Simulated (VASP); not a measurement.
# Tl (Fm-3m) in VASP: further runs

The runs below take Tl through electric field gradients, with PBE.

All numbers are computed with VASP 6.6.1; they aren't measurements. Logs are shortened: lines on timing, memory, paths and dates and some standing lists are left out, and cuts for length are marked.

### 1 The cell of the first run

The structure is cubic, space group Fm-3m (No. 225). Conventional cell: a = 4.271 Å, b = 4.271 Å, c = 4.271 Å, α = 90.00°, β = 90.00°, γ = 90.00°. Within 4.0 Å of Tl (site symmetry m-3m) lie 12 Tl at 3.02 Å.

### 2 Electric field gradients, PBE (volume scaled by 0.96)

Contents of INCAR:

```
SYSTEM = Tl
ALGO = Normal
EDIFF = 1E-8
ENCUT = 520
GGA = PE
ISIF = 2
ISMEAR = -1
LASPH = .True.
LCHARG = .False.
LEFG = .True.
LREAL = .False.
LWAVE = .False.
NBANDS = 12
NELM = 80
PREC = Accurate
SIGMA = 0.05
```

Contents of KPOINTS:

```
k-points
0
Gamma
  16 16 16
  0 0 0
```

Contents of POSCAR:

```
Tl
1.0
    0.0000000000      2.1357396564      2.1357396564
    2.1357396564      0.0000000000      2.1357396564
    2.1357396564      2.1357396564      0.0000000000
Tl
1
Direct
    0.0000000000      0.0000000000      0.0000000000
```

Potentials or basis: VASP PAW PBE potentials, release 64 (Tl_d).

On the command line:

```bash
cat potpaw_PBE.64/Tl_d/POTCAR > POTCAR
mpirun -np 1 vasp_std > vasp.out
```

OUTCAR:

```text
SYSTEM = Tl
   EDIFF = 1E-8
   ENCUT = 520
   GGA = PE
   ISIF = 2
   ISMEAR = -1
   LASPH = .True.
   LREAL = .False.
   NELM = 80
   PREC = Accurate

 ion  position               nearest neighbor table
   1  0.000  0.000  0.000-

  LATTYP: Found a face centered cubic cell.
 ALAT       =     4.2714793128

  Lattice vectors:

 A1 = (   0.0000000000,   2.1357396564,   2.1357396564)
 A2 = (   2.1357396564,   0.0000000000,   2.1357396564)
 A3 = (   2.1357396564,   2.1357396564,   0.0000000000)

Analysis of symmetry for initial positions (statically):
=====================================================================
 Subroutine PRICEL returns:
 Original cell was already a primitive cell.

 Routine SETGRP: Setting up the symmetry group for a
 face centered cubic supercell.

 Subroutine GETGRP returns: Found 48 space group operations
 (whereof 48 operations were pure point group operations)
 out of a pool of 48 trial point group operations.

The static configuration has the point symmetry O_h .

Analysis of symmetry for dynamics (positions and initial velocities):
=====================================================================
 Subroutine PRICEL returns:
 Original cell was already a primitive cell.

 Routine SETGRP: Setting up the symmetry group for a
 face centered cubic supercell.

 Subroutine GETGRP returns: Found 48 space group operations
 (whereof 48 operations were pure point group operations)
 out of a pool of 48 trial point group operations.

The dynamic configuration has the point symmetry O_h .

 Subroutine INISYM returns: Found 48 space group operations
 (whereof 48 operations are pure point group operations),
 and found     1 'primitive' translations

----------------------------------------------------------------------------------------

                                     Primitive cell

  volume of cell :      19.4839

  direct lattice vectors                    reciprocal lattice vectors
     0.000000000  2.135739656  2.135739656    -0.234110931  0.234110931  0.234110931
     2.135739656  0.000000000  2.135739656     0.234110931 -0.234110931  0.234110931
     2.135739656  2.135739656  0.000000000     0.234110931  0.234110931 -0.234110931

  length of vectors
     3.020391988  3.020391988  3.020391988     0.405492028  0.405492028  0.405492028

  position of ions in fractional coordinates (direct lattice)
     0.000000000  0.000000000  0.000000000

  ion indices of the primitive-cell ions
   primitive index   ion index
                 1           1

----------------------------------------------------------------------------------------

 KPOINTS: k-points

Automatic generation of k-mesh.
 Grid dimensions read from file:
 generate k-points for:   16   16   16

 Generating k-lattice:

  Cartesian coordinates                     Fractional coordinates (reciprocal lattice)
    -0.014631933  0.014631933  0.014631933     0.062500000  0.000000000  0.000000000
     0.014631933 -0.014631933  0.014631933     0.000000000  0.062500000  0.000000000
     0.014631933  0.014631933 -0.014631933     0.000000000  0.000000000  0.062500000

  Length of vectors
     0.025343252  0.025343252  0.025343252

  Shift w.r.t. Gamma in fractional coordinates (k-lattice)
     0.000000000  0.000000000  0.000000000

 Subroutine IBZKPT returns following result:
 ===========================================

 Found    145 irreducible k-points:

 Following reciprocal coordinates:
            Coordinates               Weight
  0.000000  0.000000  0.000000      1.000000
  0.062500  0.000000  0.000000      8.000000
  0.125000  0.000000  0.000000      8.000000
  0.187500  0.000000  0.000000      8.000000
  0.250000  0.000000  0.000000      8.000000
  0.312500  0.000000  0.000000      8.000000
[... 16 lines left out ...]
 -0.125000  0.062500  0.000000     24.000000
 -0.062500  0.062500  0.000000     12.000000
 [... further k-points ...]
   k-points           NKPTS =    145   k-points in BZ     NKDIM =    145   number of bands    NBANDS=     12
   number of dos      NEDOS =    301   number of ions     NIONS =      1
   total plane-waves  NPLWV =  13824
   dimension x,y,z NGX =    24 NGY =   24 NGZ =   24
   dimension x,y,z NGXF=    48 NGYF=   48 NGZF=   48
   ions per type =               1
   NGX,Y,Z   is equivalent  to a cutoff of  13.21, 13.21, 13.21 a.u.
   NGXF,Y,Z  is equivalent  to a cutoff of  26.42, 26.42, 26.42 a.u.
 SYSTEM =  Tl
   PREC   = accura    normal or accurate (medium, high low for compatibility)
   ISTART =      0    job   : 0-new  1-cont  2-samecut
   ICHARG =      2    charge: 1-file 2-atom 10-const
   ISPIN  =      1    spin polarized calculation?
   LNONCOLLINEAR =      F non collinear calculations
   LSORBIT =      F    spin-orbit coupling
   LASPH  =      T    aspherical Exc in radial PAW
   ENCUT  =  520.0 eV  38.22 Ry    6.18 a.u.   5.62  5.62  5.62*2*pi/ulx,y,z
   NELM   =     80;   NELMIN=  2; NELMDL= -5     # of ELM steps
   EDIFF  = 0.1E-07   stopping-criterion for ELM
   LREAL  =      F    real-space projection
   EDIFFG = 0.1E-06   stopping-criterion for IOM
   NSW    =      0    number of steps for IOM
   IBRION =     -1    ionic relax: 0-MD 1-quasi-New 2-CG
   NFREE  =      0    steps in history (QN), initial steepest desc. (CG)
   ISIF   =      2    stress and relaxation
   ISYM   =      2    0-nonsym 1-usesym 2-fastsym
   POTIM  = 0.5000    time-step for ionic-motion
   TEBEG  =    0.0;   TEEND  =   0.0 temperature during run
   PSTRESS=    0.0 pullay stress
   NELECT =      13.0000    total number of electrons
   NUPDOWN=      -1.0000    fix difference up-down
   EMIN   =  10.00;   EMAX   =-10.00  energy-range for DOS
   EFERMI =   0.00;   METHOD = LEGACY
   ISMEAR =    -1;   SIGMA  =   0.05  broadening in eV -4-tet -1-fermi 0-gaus
   EFERMI_NEDOS =   21; number of points for ismear=-14 and -15
   IALGO  =     38    algorithm
   IMIX   =      4    mixing-type and parameters
     AMIX     =   0.40;   BMIX     =  1.00
     AMIX_MAG =   1.60;   BMIX_MAG =  1.00
  volume/ion in A,a.u.               =      19.48       131.48
  Fermi-wavevector in a.u.,A,eV,Ry     =   1.430532  2.703314 27.843267  2.046422
  Thomas-Fermi vector in A             =   2.550367
   LORBIT       =      0    0 simple, 1 ext, 2 COOP (PROOUT), +10 PAW based schemes
   GGA     = PE    functional components
   LHFCALC =     F    Hartree Fock is set to
   AEXX    =    0.0000 exact exchange contribution
   IVDW    =     0    specifies the selected vdW correction
   LEPSILON=     F    determine dielectric tensor
   LRPA    =     F    only Hartree local field effects (RPA)
 non-spin polarized calculation
  energy-cutoff  :      520.00
  volume of cell :       19.48
 maximum number of plane-waves:       544
   NGX = 11   NGY = 11   NGZ = 11

 number of electron      13.0000001 magnetization

 Free energy of the ion-electron system (eV)
  ---------------------------------------------------
  ext. energy  EPLUGINS =         0.00000000
  ---------------------------------------------------
  free energy    TOTEN  =        -1.19911910 eV

  energy without entropy =       -1.19623037  energy(sigma->0) =       -1.19767473

 E-fermi :  11.8481     XC(G=0): -12.2584

 val. band max:       11.8392904017   @ k =  -0.2500   0.5000   0.2500
 cond. band min:      11.8763496916   @ k =  -0.3125   0.3750   0.0625
 fundamental gap:      0.0370592899
 Fermi energy:        11.8481374187

 k-point     1 :       0.0000    0.0000    0.0000
  band No.  band energies     occupation
      1      -1.7408      2.00000
      2      -0.9529      2.00000
      3      -0.9529      2.00000
      4      -0.9529      2.00000
      5      -0.2513      2.00000
      6      -0.2513      2.00000
      7      22.6575      0.00000
      8      24.9257      0.00000
      9      24.9257      0.00000
     10      24.9257      0.00000
     11      30.0393      0.00000
     12      31.1899      0.00000

 k-point     2 :       0.0625    0.0000    0.0000
  band No.  band energies     occupation
      1      -1.6281      2.00000
      2      -0.9611      2.00000
      3      -0.9278      2.00000
      4      -0.9278      2.00000
      5      -0.2578      2.00000
      6      -0.2578      2.00000
      7      22.6192      0.00000
      8      23.9081      0.00000
      9      24.9282      0.00000
     10      24.9282      0.00000
     11      29.9272      0.00000
     12      30.8632      0.00000

 k-point     3 :       0.1250    0.0000    0.0000
  band No.  band energies     occupation
      1      -1.3829      2.00000
      2      -0.8883      2.00000
      3      -0.8656      2.00000
      4      -0.8656      2.00000
      5      -0.2651      2.00000
      6      -0.2651      2.00000
      7      21.2052      0.00000
      8      23.2237      0.00000
      9      24.8936      0.00000
     10      24.8936      0.00000
     11      28.8022      0.00000
     12      30.1330      0.00000

 k-point     4 :       0.1875    0.0000    0.0000
  band No.  band energies     occupation
      1      -1.3484      2.00000
      2      -0.8081      2.00000
      3      -0.8081      2.00000
      4      -0.3786      2.00000
      5      -0.2354      2.00000
      6      -0.2354      2.00000
      7      18.6816      0.00000
      8      23.3005      0.00000
      9      24.7089      0.00000
     10      24.7089      0.00000
     11      28.0187      0.00000
     12      29.4014      0.00000

 k-point     5 :       0.2500    0.0000    0.0000
  band No.  band energies     occupation
      1      -1.4565      2.00000
      2      -0.8014      2.00000
      3      -0.8014      2.00000
      4      -0.1313      2.00000
      5      -0.1313      2.00000
      6       0.5161      2.00000
      7      16.0581      0.00000
      8      23.1802      0.00000
      9      24.2785      0.00000
     10      24.2785      0.00000
     11      27.8702      0.00000
     12      28.9402      0.00000
[... 228 lines left out ...]
      1      -1.4454      2.00000
      2      -0.8236      2.00000
      3      -0.7773      2.00000
      4      -0.1920      2.00000
      5      -0.1129      2.00000
      6       1.0679      2.00000
      7      15.2677      0.00000
      8      21.7078      0.00000
      9      23.8163      0.00000
     10      25.2304      0.00000
     11      27.2507      0.00000
     12      28.3907      0.00000

 k-point    22 :      -0.1875    0.0625    0.0000
  band No.  band energies     occupation
      1      -1.3160      2.00000
      2      -0.8311      2.00000
      3      -0.7675      2.00000
      4      -0.3435      2.00000
      5      -0.3134      2.00000
      6       0.1879      2.00000
      7      17.8749      0.00000
      8      22.0251      0.00000
      9      24.3197      0.00000
     10      25.9537      0.00000
     11      27.0018      0.00000
     12      28.6096      0.00000

 k-point    23 :      -0.1250    0.0625    0.0000
  band No.  band energies     occupation
      1      -1.2523      2.00000
      2      -0.9533      2.00000
      3      -0.8242      2.00000
      4      -0.6783      2.00000
      5      -0.3338      2.00000
      6      -0.1567      2.00000
      7      20.4623      0.00000
      8      22.3256      0.00000
      9      24.3304      0.00000
     10      25.8959      0.00000
     11      27.6733      0.00000
     12      29.6640      0.00000

 k-point    24 :      -0.0625    0.0625    0.0000
  band No.  band energies     occupation
      1      -1.4551      2.00000
      2      -0.9941      2.00000
      3      -0.8952      2.00000
      4      -0.8516      2.00000
      5      -0.2981      2.00000
      6      -0.2293      2.00000
      7      22.4568      0.00000
      8      22.8475      0.00000
      9      24.3051      0.00000
     10      25.4456      0.00000
     11      28.9502      0.00000
     12      30.8239      0.00000

 [... further k-points ...]
[... 5 lines left out ...]
  --------------------------------------------------------------------------------------
  -------------------------------------------------------------------------------------
  Total        5.5791480      5.5791480      5.5791480      0.0000000     -0.0000000      0.0000000
  in kB      458.7790063    458.7790063    458.7790063      0.0000000     -0.0000000      0.0000000
  external PRESSURE =     458.7790063 kB  Pullay stress =       0.0000000 kB

 VOLUME and BASIS-vectors are now :
 -----------------------------------------------------------------------------
  energy-cutoff  :      520.00
  volume of cell :       19.48
      direct lattice vectors                 reciprocal lattice vectors
     0.000000000  2.135739656  2.135739656    -0.234110931  0.234110931  0.234110931
     2.135739656  0.000000000  2.135739656     0.234110931 -0.234110931  0.234110931
     2.135739656  2.135739656  0.000000000     0.234110931  0.234110931 -0.234110931

 POSITION                                       TOTAL-FORCE (eV/Angst)
 -----------------------------------------------------------------------------------
      0.00000      0.00000      0.00000         0.000000      0.000000      0.000000
 -----------------------------------------------------------------------------------
    total drift:                               -0.000000      0.000000     -0.000000

  FREE ENERGIE OF THE ION-ELECTRON SYSTEM (eV)
  ---------------------------------------------------
  free  energy   TOTEN  =        -1.1991190985 eV

  energy  without entropy=       -1.1962303686  energy(sigma->0) =       -1.19767473

 Electric field gradients (V/A^2)
---------------------------------------------------------------------
 ion       V_xx      V_yy      V_zz      V_xy      V_xz      V_yz
---------------------------------------------------------------------
   1      -0.000    -0.000     0.000     0.000     0.000     0.000
---------------------------------------------------------------------

 Electric field gradients after diagonalization (V/A^2)
 (convention: |V_zz| > |V_xx| > |V_yy|)
----------------------------------------------------------------------
 ion       V_xx      V_yy      V_zz     asymmetry (V_yy - V_xx)/ V_zz
----------------------------------------------------------------------
   1      -0.000    -0.000     0.000       0.000
----------------------------------------------------------------------

           NMR quadrupolar parameters

 Cq : quadrupolar parameter    Cq=e*Q*V_zz/h
 eta: asymmetry parameters     (V_yy - V_xx)/ V_zz
 Q  : nuclear electric quadrupole moment in mb (millibarn)
----------------------------------------------------------------------
 ion       Cq(MHz)       eta       Q (mb)
----------------------------------------------------------------------
   1       0.000       0.000       1.000
----------------------------------------------------------------------
```

Run time: 15 s. Hardware: 1 thread of Intel Xeon 6975P-C (Granite Rapids), shared host; peak memory 0.16 GiB.

What came out:

```yaml
Free_energy: -1.1991 eV
Pressure: 45.9 GPa
```

Caveat: without QUAD_EFG the Cq values of the log hold for a quadrupole moment of 1 mb, not for the nuclei; spin-orbit coupling is left out, which moves the levels of the heavy elements.

### 3 Electric field gradients, PBE (volume scaled by 0.96)

Contents of INCAR:

```
  PREC = Accurate
  ENCUT = 520
  EDIFF = 1E-8
  ISMEAR = -1
  SIGMA = 0.05
  LREAL = F
  LASPH = T
  NELM = 100
  ALGO = Normal
  ISIF = 2
  LWAVE = F
  LCHARG = F
  GGA = PE
  LEFG = T
  NBANDS = 12
```

Contents of KPOINTS:

```
Automatic mesh
0
Gamma
  16 16 16
```

POSCAR is that of step 2.

Potentials or basis: VASP PAW PBE potentials, release 64 (Tl_d).

On the command line:

```bash
cat potpaw_PBE.64/Tl_d/POTCAR > POTCAR
mpirun -np 1 vasp_std > vasp.out
```

OUTCAR:

```text
PREC = Accurate
   ENCUT = 520
   EDIFF = 1E-8
   ISMEAR = -1
   LREAL = F
   LASPH = T
   NELM = 100
   ISIF = 2
   GGA = PE

 ion  position               nearest neighbor table
   1  0.000  0.000  0.000-

  LATTYP: Found a face centered cubic cell.
 ALAT       =     4.2714793128

  Lattice vectors:

 A1 = (   0.0000000000,   2.1357396564,   2.1357396564)
 A2 = (   2.1357396564,   0.0000000000,   2.1357396564)
[... 565 lines left out ...]
    total drift:                               -0.000000      0.000000     -0.000000

  FREE ENERGIE OF THE ION-ELECTRON SYSTEM (eV)
  ---------------------------------------------------
  free  energy   TOTEN  =        -1.1991190985 eV

  energy  without entropy=       -1.1962303686  energy(sigma->0) =       -1.19767473

 Electric field gradients (V/A^2)
---------------------------------------------------------------------
 ion       V_xx      V_yy      V_zz      V_xy      V_xz      V_yz
---------------------------------------------------------------------
   1      -0.000    -0.000     0.000     0.000     0.000     0.000
---------------------------------------------------------------------

 Electric field gradients after diagonalization (V/A^2)
 (convention: |V_zz| > |V_xx| > |V_yy|)
----------------------------------------------------------------------
 ion       V_xx      V_yy      V_zz     asymmetry (V_yy - V_xx)/ V_zz
----------------------------------------------------------------------
   1      -0.000    -0.000     0.000       0.000
----------------------------------------------------------------------

           NMR quadrupolar parameters

 Cq : quadrupolar parameter    Cq=e*Q*V_zz/h
 eta: asymmetry parameters     (V_yy - V_xx)/ V_zz
 Q  : nuclear electric quadrupole moment in mb (millibarn)
----------------------------------------------------------------------
 ion       Cq(MHz)       eta       Q (mb)
----------------------------------------------------------------------
   1       0.000       0.000       1.000
----------------------------------------------------------------------
```

OSZICAR:

```text
N       E                     dE             d eps       ncg     rms          rms(c)
DAV:   1     0.543714902122E+02    0.54371E+02   -0.70349E+03  3712   0.100E+03
DAV:   2    -0.613837349410E+00   -0.54985E+02   -0.53888E+02  3948   0.230E+02
DAV:   3    -0.126890374817E+01   -0.65507E+00   -0.65470E+00  4184   0.226E+01
DAV:   4    -0.127109689680E+01   -0.21931E-02   -0.21931E-02  4076   0.152E+00
DAV:   5    -0.127111524774E+01   -0.18351E-04   -0.18351E-04  4192   0.132E-01    0.797E+00
DAV:   6    -0.121501733056E+01    0.56098E-01   -0.67242E-02  3744   0.294E+00    0.506E+00
DAV:   7    -0.120022666801E+01    0.14791E-01   -0.37060E-02  3952   0.219E+00    0.928E-01
DAV:   8    -0.119911362516E+01    0.11130E-02   -0.39713E-03  4028   0.671E-01    0.593E-02
DAV:   9    -0.119911737048E+01   -0.37453E-05   -0.30358E-05  4204   0.595E-02    0.188E-02
DAV:  10    -0.119911902981E+01   -0.16593E-05   -0.14426E-06  4228   0.138E-02    0.146E-03
DAV:  11    -0.119911910680E+01   -0.76994E-07   -0.20022E-07  4100   0.419E-03    0.675E-04
DAV:  12    -0.119911909152E+01    0.15286E-07   -0.14549E-08  2736   0.142E-03    0.140E-04
DAV:  13    -0.119911909853E+01   -0.70140E-08   -0.47750E-10  2196   0.234E-04
   1 F= -.11991191E+01 E0= -.11976747E+01  d E =-.288873E-02
```

stdout:

```text
POSCAR found type information on POSCAR Tl
 POSCAR found :  1 types and       1 ions
 scaLAPACK will be used
 LDA part: xc-table for (Slater+PW92), standard interpolation
 POSCAR, INCAR and KPOINTS ok, starting setup
 FFT: planning ... GRIDC
 FFT: planning ... GRID_SOFT
 FFT: planning ... GRID
 WAVECAR not read
 entering main loop
ion   1
```

Wall time 14 s (1 thread of Intel Xeon 6975P-C (Granite Rapids), shared host); peak memory 0.16 GiB.

What came out:

* Free energy: -1.1991 eV
* Pressure: 45.9 GPa

Caveat: without QUAD_EFG the Cq values of the log hold for a quadrupole moment of 1 mb, not for the nuclei; spin-orbit coupling is left out, which moves the levels of the heavy elements.

[end of part 1 of 2]
